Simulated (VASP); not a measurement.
Input of a VASP 6.6.1 run:

Contents of INCAR:

```
SYSTEM = In
PREC = Accurate ; ENCUT = 520
EDIFF = 1E-7 ; ISMEAR = -1
SIGMA = 0.1 ; LREAL = .FALSE.
LASPH = .TRUE. ; NELM = 60
ALGO = Normal ; ISIF = 2
LWAVE = .FALSE. ; LCHARG = .TRUE.
GGA = RE ; LELF = .TRUE.
LVHAR = .TRUE. ; NBANDS = 12
```

KPOINTS

```
regular mesh
0
G
  13 13 13
  0 0 0
```

POSCAR

```
In
1.0
   -1.9561882257      1.9561882257      1.9561882257
    1.9561882257     -1.9561882257      1.9561882257
    1.9561882257      1.9561882257     -1.9561882257
In
1
Direct
    0.0000000000      0.0000000000      0.0000000000
```

Potentials or basis: VASP PAW PBE potentials, release 64 (In_d).

The run is started by

```sh
$ cat potpaw_PBE.64/In_d/POTCAR > POTCAR
$ mpirun -np 1 vasp_std > vasp.out
```

Question: Predict the pressure.

Answer: -1.2 GPa.

Caveat: the PAW data sets were made with another functional, which shifts forces and pressure a little.
